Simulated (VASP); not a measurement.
NaCl:

```
Cl Na
1.0
     0.00000    2.73703    2.73703
     2.73703    0.00000    2.73703
     2.73703    2.73703    0.00000
Cl Na
1 1
Cartesian
  2.7370 2.7370 2.7370
  0.0000 0.0000 0.0000
```

This cell differs from its parent crystal: volume scaled by 0.94.

Base run:

```yaml
Program: VASP 6.6.1
Functional: PBE
Potentials_or_basis: VASP PAW PBE potentials, release 64 (Cl, Na_pv)
Cutoff: 520 eV
k_mesh: 8 × 8 × 8
Occupations: fermi-dirac, width 0.05 eV
Spin: no spin polarisation
```

Its results: band gap on the k mesh 5.48 eV, direct; pressure 3.7 GPa.

Task: The run is repeated on the same cell with these changes: functional from PBE to PBEsol; further incar settings from ALGO = Normal; EDIFF = 1e-06; NBANDS = 14 to ALGO = Normal; EDIFF = 1e-07; NBANDS = 14. What comes out?

Result: Band gap on the k mesh 5.28 eV, direct; pressure 2.2 GPa.

Caveats: the PAW data sets were made with another functional, which shifts forces and pressure a little (some runs).

